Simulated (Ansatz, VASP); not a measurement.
Al in VASP and in Ansatz

```
Al
1.0
     0.00000    2.01122    2.01122
     2.01122    0.00000    2.01122
     2.01122    2.01122    0.00000
Al
1
Direct
  0.00000 0.00000 0.00000
```

Alike in both runs: task single point; functional BHLYP; k mesh 6 × 6 × 6; occupations fermi-dirac, width 0.05 eV; no spin polarisation.

|  | VASP | Ansatz |
| --- | --- | --- |
| version | VASP 6.6.1 | Ansatz 0.2.0 |
| potentials or method | VASP PAW PBE potentials, release 64 (Al) | Ansatz PAW |
| plane-wave cutoff (eV) | 520 | 420 |
| valence electrons in the cell | 3 | 3 |

Ansatz gave:

- gap on the k mesh at the Fermi level (eV): none
- pressure (GPa): 2.1

**Question.** What did VASP give for the same quantities?

**Answer.** gap on the k mesh at the Fermi level (eV): none; pressure (GPa): 2.4.

VASP's potentials were made for PBE, not for BHLYP. A gap of «none» marks a metal or a gap that the smearing closes.

The k mesh is coarse, so the values compare programs but aren't converged.
